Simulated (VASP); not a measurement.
# KCl in VASP: a series of runs

KCl is run at these levels: r2SCAN, HSE06; tasks: single point.

All numbers are computed with VASP 6.6.1; they aren't measurements. Logs are shortened: lines on timing, memory, paths and dates and some standing lists are left out, and cuts for length are marked.

**1. The cell of the first run**

It takes space group Immm (No. 71, orthorhombic). The conventional cell has a = 4.436 Å, b = 4.459 Å, c = 6.290 Å, α = 90.00°, β = 90.00°, γ = 90.00°. K (site symmetry mmm) has 6 Cl at 3.14 Å within 4.1 Å. Within 4.1 Å of Cl (site symmetry mmm) lie 6 K at 3.14 Å.

**2. Single point, r2SCAN (shear xy strain +0.5%)**

POSCAR

```
KCl
1.0
    0.0078621208      3.1448483095      3.1448483095
    3.1448483095      0.0078621208      3.1448483095
    3.1527104303      3.1527104303      0.0000000000
K Cl
1 1
Direct
    0.0000000000      0.0000000000      0.0000000000
    0.5000000000      0.5000000000      0.5000000000
```

INCAR.step1

```
SYSTEM = KCl
PREC = Accurate
ENCUT = 520
ISMEAR = 0
SIGMA = 0.01
LREAL = .False.
LASPH = .True.
NELM = 60
NBANDS = 15
GGA = PE
ALGO = Normal
EDIFF = 1E-4
LWAVE = .True.
LCHARG = .False.
```

INCAR.step2

```
SYSTEM = KCl
PREC = Accurate
ENCUT = 520
EDIFF = 1E-6
ISMEAR = 0
SIGMA = 0.01
LREAL = .False.
LASPH = .True.
NELM = 60
ALGO = Normal
ISIF = 2
LWAVE = .False.
LCHARG = .False.
METAGGA = R2SCAN
LMIXTAU = .True.
NBANDS = 15
ISTART = 1
```

KPOINTS

```
regular mesh
0
Gamma
  8 8 8
  0 0 0
```

Potentials or basis: VASP PAW PBE potentials, release 64 (K_sv, Cl).

Run with:

```sh
$ cat potpaw_PBE.64/K_sv/POTCAR potpaw_PBE.64/Cl/POTCAR > POTCAR
$ cp INCAR.step1 INCAR
$ mpirun -np 1 vasp_std > vasp.out
$ cp INCAR.step2 INCAR
$ mpirun -np 1 vasp_std > vasp.out
```

OUTCAR:

```text
SYSTEM = KCl
   PREC = Accurate
   ENCUT = 520
   EDIFF = 1E-6
   ISMEAR = 0
   LREAL = .False.
   LASPH = .True.
   NELM = 60
   ISIF = 2
   METAGGA = R2SCAN
   ISTART = 1

 ion  position               nearest neighbor table
   1  0.000  0.000  0.000-   2 3.14   2 3.14   2 3.14   2 3.14   2 3.14   2 3.14
   2  0.500  0.500  0.500-   1 3.14   1 3.14   1 3.14   1 3.14   1 3.14   1 3.14

  LATTYP: Found a body centered orthorhombic cell.
 ALAT       =     4.4363684130
 B/A-ratio  =     1.0050125313
 C/A-ratio  =     1.4177579573

  Lattice vectors:

 A1 = (   3.1448483095,   0.0078621208,  -3.1448483095)
 A2 = (  -3.1448483095,  -0.0078621208,  -3.1448483095)
 A3 = (   0.0078621208,   3.1448483095,   3.1448483095)

Analysis of symmetry for initial positions (statically):
=====================================================================
 Subroutine PRICEL returns:
 Original cell was already a primitive cell.

 Routine SETGRP: Setting up the symmetry group for a
 body centered orthorhombic supercell.

 Subroutine GETGRP returns: Found  8 space group operations
 (whereof  8 operations were pure point group operations)
 out of a pool of  8 trial point group operations.

The static configuration has the point symmetry D_2h.

Analysis of symmetry for dynamics (positions and initial velocities):
=====================================================================
 Subroutine PRICEL returns:
 Original cell was already a primitive cell.

 Routine SETGRP: Setting up the symmetry group for a
 body centered orthorhombic supercell.

 Subroutine GETGRP returns: Found  8 space group operations
 (whereof  8 operations were pure point group operations)
 out of a pool of  8 trial point group operations.

The dynamic configuration has the point symmetry D_2h.

 Subroutine INISYM returns: Found  8 space group operations
 (whereof  8 operations are pure point group operations),
 and found     1 'primitive' translations

----------------------------------------------------------------------------------------

                                     Primitive cell

  volume of cell :      62.2052

  direct lattice vectors                    reciprocal lattice vectors
     0.007862121  3.144848309  3.144848309    -0.159388652  0.159388652  0.158990180
     3.144848309  0.007862121  3.144848309     0.159388652 -0.159388652  0.158990180
     3.152710430  3.152710430  0.000000000     0.158593696  0.158593696 -0.158990180

  length of vectors
     4.447494080  4.447494080  4.458605849     0.275839378  0.275839378  0.274921440

  position of ions in fractional coordinates (direct lattice)
     0.000000000  0.000000000  0.000000000
     0.500000000  0.500000000  0.500000000

  ion indices of the primitive-cell ions
   primitive index   ion index
                 1           1
                 2           2

----------------------------------------------------------------------------------------

 KPOINTS: regular mesh

Automatic generation of k-mesh.
 Grid dimensions read from file:
 generate k-points for:    8    8    8

 Generating k-lattice:

  Cartesian coordinates                     Fractional coordinates (reciprocal lattice)
    -0.019923582  0.019923582  0.019873773     0.125000000 -0.000000000  0.000000000
     0.019923582 -0.019923582  0.019873773    -0.000000000  0.125000000  0.000000000
     0.019824212  0.019824212 -0.019873773     0.000000000  0.000000000  0.125000000

  Length of vectors
     0.034479922  0.034479922  0.034365180

  Shift w.r.t. Gamma in fractional coordinates (k-lattice)
     0.000000000  0.000000000  0.000000000

 Subroutine IBZKPT returns following result:
 ===========================================

 Found     95 irreducible k-points:

 Following reciprocal coordinates:
            Coordinates               Weight
  0.000000  0.000000  0.000000      1.000000
  0.125000  0.000000  0.000000      4.000000
  0.250000  0.000000  0.000000      4.000000
  0.375000  0.000000  0.000000      4.000000
  0.500000  0.000000  0.000000      2.000000
  0.125000  0.125000  0.000000      2.000000
[... 16 lines left out ...]
  0.125000  0.000000  0.125000      4.000000
  0.250000  0.000000  0.125000      8.000000
 [... further k-points ...]
   k-points           NKPTS =     95   k-points in BZ     NKDIM =     95   number of bands    NBANDS=     15
   number of dos      NEDOS =    301   number of ions     NIONS =      2
   total plane-waves  NPLWV =  46656
   dimension x,y,z NGX =    36 NGY =   36 NGZ =   36
   dimension x,y,z NGXF=    72 NGYF=   72 NGZF=   72
   ions per type =               1   1
   NGX,Y,Z   is equivalent  to a cutoff of  13.46, 13.46, 13.42 a.u.
   NGXF,Y,Z  is equivalent  to a cutoff of  26.91, 26.91, 26.85 a.u.
 SYSTEM =  KCl
   PREC   = accura    normal or accurate (medium, high low for compatibility)
   ISTART =      1    job   : 0-new  1-cont  2-samecut
   ICHARG =      0    charge: 1-file 2-atom 10-const
   ISPIN  =      1    spin polarized calculation?
   LNONCOLLINEAR =      F non collinear calculations
   LSORBIT =      F    spin-orbit coupling
   LASPH  =      T    aspherical Exc in radial PAW
   ENCUT  =  520.0 eV  38.22 Ry    6.18 a.u.   8.27  8.27  8.29*2*pi/ulx,y,z
   NELM   =     60;   NELMIN=  2; NELMDL=  0     # of ELM steps
   EDIFF  = 0.1E-05   stopping-criterion for ELM
   LREAL  =      F    real-space projection
   EDIFFG = 0.1E-04   stopping-criterion for IOM
   NSW    =      0    number of steps for IOM
   IBRION =     -1    ionic relax: 0-MD 1-quasi-New 2-CG
   NFREE  =      0    steps in history (QN), initial steepest desc. (CG)
   ISIF   =      2    stress and relaxation
   ISYM   =      2    0-nonsym 1-usesym 2-fastsym
   POTIM  = 0.5000    time-step for ionic-motion
   TEBEG  =    0.0;   TEEND  =   0.0 temperature during run
   PSTRESS=    0.0 pullay stress
   NELECT =      16.0000    total number of electrons
   NUPDOWN=      -1.0000    fix difference up-down
   EMIN   =  10.00;   EMAX   =-10.00  energy-range for DOS
   EFERMI =   0.00;   METHOD = LEGACY
   ISMEAR =     0;   SIGMA  =   0.01  broadening in eV -4-tet -1-fermi 0-gaus
   EFERMI_NEDOS =   21; number of points for ismear=-14 and -15
   IALGO  =     38    algorithm
   IMIX   =      4    mixing-type and parameters
     AMIX     =   0.40;   BMIX     =  1.00
     AMIX_MAG =   1.60;   BMIX_MAG =  1.00
  volume/ion in A,a.u.               =      31.10       209.89
  Fermi-wavevector in a.u.,A,eV,Ry     =   1.041133  1.967455 14.748130  1.083957
  Thomas-Fermi vector in A             =   2.175740
   LORBIT       =      0    0 simple, 1 ext, 2 COOP (PROOUT), +10 PAW based schemes
   METAGGA = R2SCAN    functional components
   LHFCALC =     F    Hartree Fock is set to
   AEXX    =    0.0000 exact exchange contribution
   IVDW    =     0    specifies the selected vdW correction
   LEPSILON=     F    determine dielectric tensor
   LRPA    =     F    only Hartree local field effects (RPA)
 non-spin polarized calculation
 Gauss-broadening in eV      SIGMA  =   0.01
  energy-cutoff  :      520.00
  volume of cell :       62.21
 maximum number of plane-waves:      1697
 NGX is ok and might be reduce to    36
   NGX = 17   NGY = 17   NGZ = 17

 number of electron      16.0000001 magnetization

 Free energy of the ion-electron system (eV)
  ---------------------------------------------------
  ext. energy  EPLUGINS =         0.00000000
  ---------------------------------------------------
  free energy    TOTEN  =       -16.50645627 eV

  energy without entropy =      -16.50645627  energy(sigma->0) =      -16.50645627

 E-fermi :  -2.1731     XC(G=0):  -7.9604

 val. band max:       -2.2532606047   @ k =   0.0000   0.0000   0.0000
 cond. band min:       3.5771306882   @ k =   0.0000   0.0000   0.0000
 fundamental gap:      5.8303912929
 Fermi energy:        -2.1731287452

 k-point     1 :       0.0000    0.0000    0.0000
  band No.  band energies     occupation
      1     -30.5230      2.00000
      2     -14.9300      2.00000
      3     -13.2146      2.00000
      4     -13.2143      2.00000
      5     -13.2141      2.00000
      6      -2.2628      2.00000
      7      -2.2581      2.00000
      8      -2.2533      2.00000
      9       3.5771      0.00000
     10       6.7547      0.00000
     11       6.7766      0.00000
     12       6.7984      0.00000
     13       7.8205      0.00000
     14       7.8207      0.00000
     15      11.1188      0.00000

 k-point     2 :       0.1250    0.0000    0.0000
  band No.  band energies     occupation
      1     -30.5214      2.00000
      2     -14.9559      2.00000
      3     -13.2157      2.00000
      4     -13.2153      2.00000
      5     -13.1801      2.00000
      6      -2.4406      2.00000
      7      -2.3132      2.00000
      8      -2.3067      2.00000
      9       3.9523      0.00000
     10       6.6368      0.00000
     11       6.9599      0.00000
     12       6.9892      0.00000
     13       8.0402      0.00000
     14       8.0414      0.00000
     15      11.7643      0.00000

 k-point     3 :       0.2500    0.0000    0.0000
  band No.  band energies     occupation
      1     -30.5177      2.00000
      2     -15.0147      2.00000
      3     -13.2188      2.00000
      4     -13.2181      2.00000
      5     -13.1002      2.00000
      6      -2.8344      2.00000
      7      -2.4304      2.00000
      8      -2.4239      2.00000
      9       4.8335      0.00000
     10       6.5034      0.00000
     11       7.5444      0.00000
     12       7.5737      0.00000
     13       8.6457      0.00000
     14       8.6504      0.00000
     15      12.2143      0.00000
[... 343 lines left out ...]
 k-point    23 :       0.1250    0.0000    0.1250
  band No.  band energies     occupation
      1     -30.5209      2.00000
      2     -14.9576      2.00000
      3     -13.2223      2.00000
      4     -13.2223      2.00000
      5     -13.1669      2.00000
      6      -2.5196      2.00000
      7      -2.3005      2.00000
      8      -2.3004      2.00000
      9       4.0499      0.00000
     10       6.3132      0.00000
     11       7.1969      0.00000
     12       7.1972      0.00000
     13       7.9481      0.00000
     14       8.2576      0.00000
     15      11.9428      0.00000

 k-point    24 :       0.2500    0.0000    0.1250
  band No.  band energies     occupation
      1     -30.5179      2.00000
      2     -14.9892      2.00000
      3     -13.2292      2.00000
      4     -13.2251      2.00000
      5     -13.1238      2.00000
      6      -2.7849      2.00000
      7      -2.4026      2.00000
      8      -2.3766      2.00000
      9       4.7295      0.00000
     10       6.0689      0.00000
     11       7.6688      0.00000
     12       7.7790      0.00000
     13       8.2803      0.00000
     14       8.7946      0.00000
     15      12.4122      0.00000

 [... further k-points ...]
[... 5 lines left out ...]
  --------------------------------------------------------------------------------------
  -------------------------------------------------------------------------------------
  Total       -0.0002109     -0.0002109     -0.0003134     -0.0125848      0.0000000      0.0000000
  in kB       -0.0054326     -0.0054326     -0.0080709     -0.3241394      0.0000000      0.0000000
  external PRESSURE =      -0.0063121 kB  Pullay stress =       0.0000000 kB

 VOLUME and BASIS-vectors are now :
 -----------------------------------------------------------------------------
  energy-cutoff  :      520.00
  volume of cell :       62.21
      direct lattice vectors                 reciprocal lattice vectors
     0.007862121  3.144848309  3.144848309    -0.159388652  0.159388652  0.158990180
     3.144848309  0.007862121  3.144848309     0.159388652 -0.159388652  0.158990180
     3.152710430  3.152710430  0.000000000     0.158593696  0.158593696 -0.158990180

 POSITION                                       TOTAL-FORCE (eV/Angst)
 -----------------------------------------------------------------------------------
      0.00000      0.00000      0.00000         0.000000     -0.000000     -0.000000
      3.15271      3.15271      3.14485        -0.000000      0.000000      0.000000
 -----------------------------------------------------------------------------------
    total drift:                                0.000000      0.000000      0.000000

  FREE ENERGIE OF THE ION-ELECTRON SYSTEM (eV)
  ---------------------------------------------------
  free  energy   TOTEN  =       -16.5064562706 eV

  energy  without entropy=      -16.5064562706  energy(sigma->0) =      -16.50645627
```

Wall time 3.6 min (1 thread of Intel Xeon Platinum 8559C (Emerald Rapids), shared host); peak memory 0.26 GiB.

Results:

| Item | Value |
| --- | --- |
| Free energy | -16.5065 eV |
| Pressure | 0.0 GPa |
| Band gap on the k mesh | 5.83 eV |

Levels at points of the mesh, in eV from the valence-band top:
```tsv
k point	band 6	band 7	band 8	band 9	band 10	band 11
(0.00, 0.00, 0.00)	-0.01	0.00	0.00	5.83	9.01	9.03
(0.50, 0.00, 0.00)	-1.05	-0.33	-0.33	8.13	9.25	11.31
(0.50, 0.50, 0.00)	-0.67	-0.24	-0.22	7.03	9.22	10.70
(0.00, 0.00, 0.50)	-1.05	-0.33	-0.32	8.13	9.24	11.30
(0.50, 0.00, 0.50)	-0.67	-0.23	-0.23	7.03	9.22	10.70
```

Caveat: the cell differs from its parent crystal (shear xy strain +0.5%); the PAW data sets were made with another functional, which shifts forces and pressure a little.

**3. Single point, HSE06**

POSCAR

```
KCl
1.0
    0.0000000000      3.1448483095      3.1448483095
    3.1448483095      0.0000000000      3.1448483095
    3.1448483095      3.1448483095      0.0000000000
K Cl
1 1
Direct
    0.0000000000      0.0000000000      0.0000000000
    0.5000000000      0.5000000000      0.5000000000
```

INCAR.step1

```
ALGO = Normal ; EDIFF = 1E-5
ENCUT = 520 ; GGA = PE
ISIF = 2 ; ISMEAR = 0
LASPH = True ; LCHARG = False
LREAL = False ; LWAVE = True
NBANDS = 15 ; NELM = 60
PREC = Accurate ; SIGMA = 0.01
```

INCAR.step2

```
ALGO = Normal ; EDIFF = 1E-6
ENCUT = 520 ; GGA = PE
HFSCREEN = 0.2079 ; ISIF = 2
ISMEAR = 0 ; ISTART = 1
LASPH = True ; LCHARG = False
LHFCALC = True ; LREAL = False
LWAVE = False ; NBANDS = 15
NELM = 60 ; PREC = Accurate
PRECFOCK = Normal ; SIGMA = 0.01
```

KPOINTS

```
k-points
0
Gamma
  6 6 6
```

Potentials or basis: VASP PAW PBE potentials, release 64 (K_sv, Cl).

Run with:

```sh
$ cat potpaw_PBE.64/K_sv/POTCAR potpaw_PBE.64/Cl/POTCAR > POTCAR
$ cp INCAR.step1 INCAR
$ mpirun -np 1 vasp_std > vasp.out
$ cp INCAR.step2 INCAR
$ mpirun -np 1 vasp_std > vasp.out
```

It took 73 min on 1 thread of AMD EPYC 7R43 (Zen 3), shared host; peak memory 0.3 GiB.

It converged, with:

| Item | Value |
| --- | --- |
| Free energy | -7.8651 eV |
| Pressure | 0.5 GPa |
| Band gap on the k mesh | 6.50 eV |

Levels at points of the mesh, in eV from the valence-band top:
```
           k point  band 4  band 5  band 6  band 7  band 8  band 9  band 10  band 11  band 12  band 13
(0.00, 0.00, 0.00)  -11.37  -11.37    0.00    0.00    0.00    6.50     9.92     9.92     9.92    10.92
(0.50, 0.00, 0.00)  -11.37  -11.14   -1.10   -0.34   -0.34    8.90    10.11    12.32    12.32    12.90
(0.50, 0.50, 0.00)  -11.42  -11.42   -0.70   -0.24   -0.24    7.89     9.83    11.50    12.03    12.43
```

Caveat: the PAW data sets were made with another functional, which shifts forces and pressure a little.
